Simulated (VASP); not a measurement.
# InSb (F-43m) in VASP: a series of runs

InSb is run at these levels: PBE; tasks: single point, relaxation of cell and atoms.

Program: VASP 6.6.1. These are calculated values, not measurements. Logs are shortened: lines on timing, memory, paths and dates and some standing lists are left out, and cuts for length are marked.

**The experiment to reproduce.**

“Electronic Structure and Epitaxy of CdTe Shells on InSb Nanowires”, 2021, arxiv:2111.05126 quotes, for a bulk crystal of InSb: band gap 0.24 eV.

The runs below are set against these values where they give the same quantity.

**1. The cell of the first run**

The structure is cubic, space group F-43m (No. 216). The conventional cell has a = 6.635 Å, b = 6.635 Å, c = 6.635 Å, α = 90.00°, β = 90.00°, γ = 90.00°. In (site symmetry -43m) has 4 Sb at 2.87 Å within 3.8 Å. Sb (site symmetry -43m) has 4 In at 2.87 Å within 3.8 Å.

**2. Single point, PBE**

File INCAR:

```
PREC = Accurate
ENCUT = 520
EDIFF = 1E-6
ISMEAR = 0
SIGMA = 0.1
LREAL = False
LASPH = True
NELM = 80
ALGO = Normal
ISIF = 2
LWAVE = False
LCHARG = True
GGA = PE
LELF = True
LVHAR = True
NBANDS = 16
```

File KPOINTS:

```
regular mesh
0
Gamma
  10 10 10
```

File POSCAR:

```
InSb
1.0
    0.0000000000      3.3174711688      3.3174711688
    3.3174711688      0.0000000000      3.3174711688
    3.3174711688      3.3174711688      0.0000000000
In Sb
1 1
Direct
    0.0000000000      0.0000000000      0.0000000000
    0.2500000000      0.2500000000      0.2500000000
```

Potentials or basis: VASP PAW PBE potentials, release 64 (In_d, Sb).

Run with:

```
$ cat potpaw_PBE.64/In_d/POTCAR potpaw_PBE.64/Sb/POTCAR > POTCAR
$ mpirun -np 1 vasp_std > vasp.out
```

OUTCAR:

```text
PREC = Accurate
   ENCUT = 520
   EDIFF = 1E-6
   ISMEAR = 0
   LREAL = False
   LASPH = True
   NELM = 80
   ISIF = 2
   GGA = PE

 ion  position               nearest neighbor table
   1  0.000  0.000  0.000-   2 2.87   2 2.87   2 2.87   2 2.87
   2  0.250  0.250  0.250-   1 2.87   1 2.87   1 2.87   1 2.87

  LATTYP: Found a face centered cubic cell.
 ALAT       =     6.6349423376

  Lattice vectors:

 A1 = (   0.0000000000,   3.3174711688,   3.3174711688)
 A2 = (   3.3174711688,   0.0000000000,   3.3174711688)
 A3 = (   3.3174711688,   3.3174711688,   0.0000000000)

Analysis of symmetry for initial positions (statically):
=====================================================================
 Subroutine PRICEL returns:
 Original cell was already a primitive cell.

 Routine SETGRP: Setting up the symmetry group for a
 face centered cubic supercell.

 Subroutine GETGRP returns: Found 24 space group operations
 (whereof 24 operations were pure point group operations)
 out of a pool of 48 trial point group operations.

The static configuration has the point symmetry T_d .

Analysis of symmetry for dynamics (positions and initial velocities):
=====================================================================
 Subroutine PRICEL returns:
 Original cell was already a primitive cell.

 Routine SETGRP: Setting up the symmetry group for a
 face centered cubic supercell.

 Subroutine GETGRP returns: Found 24 space group operations
 (whereof 24 operations were pure point group operations)
 out of a pool of 48 trial point group operations.

The dynamic configuration has the point symmetry T_d .

 Subroutine INISYM returns: Found 24 space group operations
 (whereof 24 operations are pure point group operations),
 and found     1 'primitive' translations

----------------------------------------------------------------------------------------

                                     Primitive cell

  volume of cell :      73.0216

  direct lattice vectors                    reciprocal lattice vectors
     0.000000000  3.317471169  3.317471169    -0.150717210  0.150717210  0.150717210
     3.317471169  0.000000000  3.317471169     0.150717210 -0.150717210  0.150717210
     3.317471169  3.317471169  0.000000000     0.150717210  0.150717210 -0.150717210

  length of vectors
     4.691612720  4.691612720  4.691612720     0.261049866  0.261049866  0.261049866

  position of ions in fractional coordinates (direct lattice)
     0.000000000  0.000000000  0.000000000
     0.250000000  0.250000000  0.250000000

  ion indices of the primitive-cell ions
   primitive index   ion index
                 1           1
                 2           2

----------------------------------------------------------------------------------------

 KPOINTS: regular mesh

Automatic generation of k-mesh.
 Grid dimensions read from file:
 generate k-points for:   10   10   10

 Generating k-lattice:

  Cartesian coordinates                     Fractional coordinates (reciprocal lattice)
    -0.015071721  0.015071721  0.015071721     0.100000000  0.000000000  0.000000000
     0.015071721 -0.015071721  0.015071721     0.000000000  0.100000000  0.000000000
     0.015071721  0.015071721 -0.015071721     0.000000000  0.000000000  0.100000000

  Length of vectors
     0.026104987  0.026104987  0.026104987

  Shift w.r.t. Gamma in fractional coordinates (k-lattice)
     0.000000000  0.000000000  0.000000000

 Subroutine IBZKPT returns following result:
 ===========================================

 Found     47 irreducible k-points:

 Following reciprocal coordinates:
            Coordinates               Weight
  0.000000  0.000000  0.000000      1.000000
  0.100000  0.000000  0.000000      8.000000
  0.200000  0.000000  0.000000      8.000000
  0.300000  0.000000  0.000000      8.000000
  0.400000  0.000000  0.000000      8.000000
  0.500000  0.000000  0.000000      4.000000
[... 16 lines left out ...]
  0.300000  0.300000  0.000000      6.000000
  0.400000  0.300000  0.000000     24.000000
 [... further k-points ...]
   k-points           NKPTS =     47   k-points in BZ     NKDIM =     47   number of bands    NBANDS=     16
   number of dos      NEDOS =    301   number of ions     NIONS =      2
   total plane-waves  NPLWV =  46656
   dimension x,y,z NGX =    36 NGY =   36 NGZ =   36
   dimension x,y,z NGXF=    72 NGYF=   72 NGZF=   72
   ions per type =               1   1
   NGX,Y,Z   is equivalent  to a cutoff of  12.76, 12.76, 12.76 a.u.
   NGXF,Y,Z  is equivalent  to a cutoff of  25.51, 25.51, 25.51 a.u.
 SYSTEM =  unknown system
   PREC   = accura    normal or accurate (medium, high low for compatibility)
   ISTART =      0    job   : 0-new  1-cont  2-samecut
   ICHARG =      2    charge: 1-file 2-atom 10-const
   ISPIN  =      1    spin polarized calculation?
   LNONCOLLINEAR =      F non collinear calculations
   LSORBIT =      F    spin-orbit coupling
   LASPH  =      T    aspherical Exc in radial PAW
   ENCUT  =  520.0 eV  38.22 Ry    6.18 a.u.   8.72  8.72  8.72*2*pi/ulx,y,z
   NELM   =     80;   NELMIN=  2; NELMDL= -5     # of ELM steps
   EDIFF  = 0.1E-05   stopping-criterion for ELM
   LREAL  =      F    real-space projection
   EDIFFG = 0.1E-04   stopping-criterion for IOM
   NSW    =      0    number of steps for IOM
   IBRION =     -1    ionic relax: 0-MD 1-quasi-New 2-CG
   NFREE  =      0    steps in history (QN), initial steepest desc. (CG)
   ISIF   =      2    stress and relaxation
   ISYM   =      2    0-nonsym 1-usesym 2-fastsym
   POTIM  = 0.5000    time-step for ionic-motion
   TEBEG  =    0.0;   TEEND  =   0.0 temperature during run
   PSTRESS=    0.0 pullay stress
   NELECT =      18.0000    total number of electrons
   NUPDOWN=      -1.0000    fix difference up-down
   EMIN   =  10.00;   EMAX   =-10.00  energy-range for DOS
   EFERMI =   0.00;   METHOD = LEGACY
   ISMEAR =     0;   SIGMA  =   0.10  broadening in eV -4-tet -1-fermi 0-gaus
   EFERMI_NEDOS =   21; number of points for ismear=-14 and -15
   IALGO  =     38    algorithm
   IMIX   =      4    mixing-type and parameters
     AMIX     =   0.40;   BMIX     =  1.00
     AMIX_MAG =   1.60;   BMIX_MAG =  1.00
  volume/ion in A,a.u.               =      36.51       246.39
  Fermi-wavevector in a.u.,A,eV,Ry     =   1.026475  1.939757 14.335800  1.053652
  Thomas-Fermi vector in A             =   2.160370
   LORBIT       =      0    0 simple, 1 ext, 2 COOP (PROOUT), +10 PAW based schemes
   GGA     = PE    functional components
   LHFCALC =     F    Hartree Fock is set to
   AEXX    =    0.0000 exact exchange contribution
   IVDW    =     0    specifies the selected vdW correction
   LEPSILON=     F    determine dielectric tensor
   LRPA    =     F    only Hartree local field effects (RPA)
 non-spin polarized calculation
 Gauss-broadening in eV      SIGMA  =   0.10
  energy-cutoff  :      520.00
  volume of cell :       73.02
 maximum number of plane-waves:      1989
   NGX = 17   NGY = 17   NGZ = 17

 number of electron      18.0000008 magnetization

 Free energy of the ion-electron system (eV)
  ---------------------------------------------------
  ext. energy  EPLUGINS =         0.00000000
  ---------------------------------------------------
  free energy    TOTEN  =        -6.95230273 eV

  energy without entropy =       -6.95208675  energy(sigma->0) =       -6.95219474

 E-fermi :   4.4239     XC(G=0):  -8.3834

 val. band max:        4.3801804409   @ k =   0.0000   0.0000   0.0000
 cond. band min:       4.7989559105   @ k =   0.5000   0.0000   0.0000
 fundamental gap:      0.4187754695
 Fermi energy:         4.4238956925

 k-point     1 :       0.0000    0.0000    0.0000
  band No.  band energies     occupation
      1     -10.0887      2.00000
      2     -10.0887      2.00000
      3     -10.0887      2.00000
      4     -10.0219      2.00000
      5     -10.0219      2.00000
      6      -5.9065      2.00000
[... 8 lines left out ...]
     15      12.5164      0.00000
     16      12.5164      0.00000

 k-point     2 :       0.1000    0.0000    0.0000
  band No.  band energies     occupation
      1     -10.0921      2.00000
      2     -10.0871      2.00000
      3     -10.0871      2.00000
      4     -10.0220      2.00000
      5     -10.0220      2.00000
      6      -5.8248      2.00000
[... 8 lines left out ...]
     15      11.9529      0.00000
     16      11.9529      0.00000

 k-point     3 :       0.2000    0.0000    0.0000
  band No.  band energies     occupation
      1     -10.1008      2.00000
      2     -10.0831      2.00000
      3     -10.0831      2.00000
      4     -10.0220      2.00000
      5     -10.0220      2.00000
      6      -5.5900      2.00000
[... 8 lines left out ...]
     15      11.5827      0.00000
     16      11.5827      0.00000

 k-point     4 :       0.3000    0.0000    0.0000
  band No.  band energies     occupation
      1     -10.1116      2.00000
      2     -10.0786      2.00000
      3     -10.0786      2.00000
      4     -10.0216      2.00000
      5     -10.0216      2.00000
      6      -5.2421      2.00000
[... 8 lines left out ...]
     15      11.8035      0.00000
     16      11.8035      0.00000

 k-point     5 :       0.4000    0.0000    0.0000
  band No.  band energies     occupation
      1     -10.1202      2.00000
      2     -10.0754      2.00000
      3     -10.0754      2.00000
      4     -10.0208      2.00000
      5     -10.0208      2.00000
      6      -4.8824      2.00000
[... 8 lines left out ...]
     15      12.5937      0.00000
     16      12.5937      0.00000

 k-point     6 :       0.5000    0.0000    0.0000
  band No.  band energies     occupation
      1     -10.1234      2.00000
      2     -10.0743      2.00000
      3     -10.0743      2.00000
      4     -10.0204      2.00000
      5     -10.0204      2.00000
      6      -4.7134      2.00000
[... 8 lines left out ...]
     15      13.3727      0.00000
     16      13.3727      0.00000

 k-point     7 :       0.1000    0.1000    0.0000
  band No.  band energies     occupation
      1     -10.0950      2.00000
      2     -10.0856      2.00000
      3     -10.0856      2.00000
      4     -10.0229      2.00000
      5     -10.0212      2.00000
      6      -5.7974      2.00000
[... 8 lines left out ...]
     15      11.2656      0.00000
     16      12.6157      0.00000

 k-point     8 :       0.2000    0.1000    0.0000
  band No.  band energies     occupation
      1     -10.1026      2.00000
      2     -10.0822      2.00000
      3     -10.0815      2.00000
      4     -10.0239      2.00000
      5     -10.0206      2.00000
      6      -5.6127      2.00000
[... 8 lines left out ...]
     15      11.5293      0.00000
     16      12.3273      0.00000

 k-point     9 :       0.3000    0.1000    0.0000
  band No.  band energies     occupation
      1     -10.1121      2.00000
      2     -10.0784      2.00000
      3     -10.0769      2.00000
      4     -10.0242      2.00000
      5     -10.0200      2.00000
      6      -5.2989      2.00000
[... 8 lines left out ...]
     15      11.9123      0.00000
     16      12.3695      0.00000
[... 172 lines left out ...]
 k-point    19 :       0.5000    0.2000    0.0000
  band No.  band energies     occupation
      1     -10.1304      2.00000
      2     -10.0696      2.00000
      3     -10.0672      2.00000
      4     -10.0259      2.00000
      5     -10.0189      2.00000
      6      -4.5708      2.00000
[... 8 lines left out ...]
     15      13.3574      0.00000
     16      13.5044      0.00000

 k-point    20 :      -0.4000    0.2000    0.0000
  band No.  band energies     occupation
      1     -10.1293      2.00000
      2     -10.0701      2.00000
      3     -10.0683      2.00000
      4     -10.0236      2.00000
      5     -10.0209      2.00000
      6      -4.5252      2.00000
[... 8 lines left out ...]
     15      12.2992      0.00000
     16      13.1694      0.00000

 k-point    21 :      -0.3000    0.2000    0.0000
  band No.  band energies     occupation
      1     -10.1242      2.00000
      2     -10.0718      2.00000
      3     -10.0716      2.00000
      4     -10.0229      2.00000
      5     -10.0217      2.00000
      6      -4.7699      2.00000
[... 8 lines left out ...]
     15      12.2598      0.00000
     16      13.5725      0.00000

 k-point    22 :      -0.2000    0.2000    0.0000
  band No.  band energies     occupation
      1     -10.1162      2.00000
      2     -10.0767      2.00000
      3     -10.0744      2.00000
      4     -10.0238      2.00000
      5     -10.0208      2.00000
      6      -5.1188      2.00000
[... 8 lines left out ...]
     15      12.5130      0.00000
     16      12.9712      0.00000

 k-point    23 :       0.3000    0.3000    0.0000
  band No.  band energies     occupation
      1     -10.1295      2.00000
      2     -10.0670      2.00000
      3     -10.0670      2.00000
      4     -10.0304      2.00000
      5     -10.0171      2.00000
      6      -4.9988      2.00000
[... 8 lines left out ...]
     15      13.3949      0.00000
     16      13.7664      0.00000

 k-point    24 :       0.4000    0.3000    0.0000
  band No.  band energies     occupation
      1     -10.1364      2.00000
      2     -10.0636      2.00000
      3     -10.0629      2.00000
      4     -10.0316      2.00000
      5     -10.0165      2.00000
      6      -4.6982      2.00000
[... 8 lines left out ...]
     15      13.8073      0.00000
     16      14.1436      0.00000

 [... further k-points ...]
[... 5 lines left out ...]
  --------------------------------------------------------------------------------------
  -------------------------------------------------------------------------------------
  Total       -0.0109772     -0.0109772     -0.0109772     -0.0000000     -0.0000000      0.0000000
  in kB       -0.2408524     -0.2408524     -0.2408524     -0.0000000     -0.0000000      0.0000000
  external PRESSURE =      -0.2408524 kB  Pullay stress =       0.0000000 kB

 VOLUME and BASIS-vectors are now :
 -----------------------------------------------------------------------------
  energy-cutoff  :      520.00
  volume of cell :       73.02
      direct lattice vectors                 reciprocal lattice vectors
     0.000000000  3.317471169  3.317471169    -0.150717210  0.150717210  0.150717210
     3.317471169  0.000000000  3.317471169     0.150717210 -0.150717210  0.150717210
     3.317471169  3.317471169  0.000000000     0.150717210  0.150717210 -0.150717210

 POSITION                                       TOTAL-FORCE (eV/Angst)
 -----------------------------------------------------------------------------------
      0.00000      0.00000      0.00000         0.000000     -0.000000      0.000000
      1.65874      1.65874      1.65874        -0.000000      0.000000     -0.000000
 -----------------------------------------------------------------------------------
    total drift:                               -0.000000     -0.000000     -0.000000

  FREE ENERGIE OF THE ION-ELECTRON SYSTEM (eV)
  ---------------------------------------------------
  free  energy   TOTEN  =        -6.9523027328 eV

  energy  without entropy=       -6.9520867470  energy(sigma->0) =       -6.95219474
```

It took 22 s on 1 thread of Intel Xeon 6975P-C (Granite Rapids), shared host; peak memory 0.23 GiB.

Results:

- Free energy: -6.9523 eV
- Pressure: 0.0 GPa
- Band gap on the k mesh: zero (filled and empty bands touch)

Levels at points of the mesh, in eV from the Fermi level:
```tsv
k point	band 6	band 7	band 8	band 9	band 10	band 11	band 12	band 13
(0.00, 0.00, 0.00)	-10.33	-0.63	-0.04	-0.04	-0.04	2.92	2.92	2.92
(0.50, 0.00, 0.00)	-9.14	-5.35	-0.95	-0.95	0.38	3.75	3.75	6.08
(0.50, 0.50, 0.00)	-8.61	-5.67	-2.08	-2.08	1.32	1.42	7.69	7.69
```

Caveat: spin-orbit coupling is left out, which moves the levels of the heavy elements.

**3. Relaxation of cell and atoms, PBE**

This run uses another cell than the first one, of 33.98 Å³/atom, 0.931 times its volume.

File INCAR:

```
SYSTEM = InSb
PREC = Accurate ; ENCUT = 600
EDIFF = 1E-7 ; ISMEAR = 0
SIGMA = 0.1 ; LREAL = .False.
LASPH = .True. ; NELM = 100
ALGO = Normal ; ISIF = 3
LWAVE = .False. ; LCHARG = .False.
GGA = PE ; IBRION = 2
NSW = 90 ; EDIFFG = -0.02
```

File KPOINTS:

```
Automatic mesh
0
Gamma
  10 10 10
  0 0 0
```

File POSCAR:

```
InSb
1.0
    0.0000000000      3.2391000000      3.2391000000
    3.2391000000      0.0000000000      3.2391000000
    3.2391000000      3.2391000000      0.0000000000
In Sb
1 1
Direct
    0.0000000000      0.0000000000      0.0000000000
    0.2500000000      0.2500000000      0.2500000000
```

Potentials or basis: VASP PAW PBE potentials, release 64 (In_d, Sb).

Run with:

```
$ cat potpaw_PBE.64/In_d/POTCAR potpaw_PBE.64/Sb/POTCAR > POTCAR
$ mpirun -np 1 vasp_std > vasp.out
```

It took 64 s on 1 thread of Intel Xeon 6975P-C (Granite Rapids), shared host; peak memory 0.28 GiB.

The run converged. Its results:

- Free energy: -6.9519 eV
- Relaxed volume: 36.49 Å³/atom
- Relaxed cell: a = 4.691 Å, b = 4.691 Å, c = 4.691 Å, α = 60.00°, β = 60.00°, γ = 60.00°
- Space group after relaxing (to 0.05 Å): F-43m (No. 216)
- Energy gained by relaxing: 23.0 meV/atom
- Ionic steps: 3
- Pressure after relaxing: 0.0 GPa
- Band gap on the k mesh: zero (filled and empty bands touch)

The path:
```tsv
step	energy change (eV)	largest force (eV/Å)	pressure (GPa)	volume (Å³)
1	0.0000	0.0000	3.14	67.97
2	-0.0414	0.0000	-0.82	74.74
3	-0.0459	0.0000	0.01	72.98
```

Final structure:
```
CELL_PARAMETERS angstrom
0.00000 3.31686 3.31686
3.31686 0.00000 3.31686
3.31686 3.31686 0.00000
ATOMIC_POSITIONS crystal
In 0.00000 0.00000 0.00000
Sb 0.25000 0.25000 0.25000
```

Levels at points of the mesh, in eV from the Fermi level:
| k point | band 7 | band 8 | band 9 | band 10 | band 11 | band 12 |
| --- | --- | --- | --- | --- | --- | --- |
| (0.00, 0.00, 0.00) | -0.63 | -0.04 | -0.04 | -0.04 | 2.92 | 2.92 |
| (0.50, 0.00, 0.00) | -5.35 | -0.95 | -0.95 | 0.38 | 3.75 | 3.75 |
| (0.50, 0.50, 0.00) | -5.67 | -2.08 | -2.08 | 1.32 | 1.42 | 7.69 |

Caveat: spin-orbit coupling is left out, which moves the levels of the heavy elements.

**4. Against experiment**

Step 2. A measured gap of InSb is 0.24 eV (quoted in “Electronic Structure and Epitaxy of CdTe Shells on InSb Nanowires”, 2021, arxiv:2111.05126); the calculated 0.00 eV misses it by -0.24 eV. Spin-orbit coupling on In, Sb is left out. The value is that of PBE on a finite k mesh, which can miss the band edges, without temperature or zero-point motion. Semilocal functionals fall short of measured gaps as a rule.
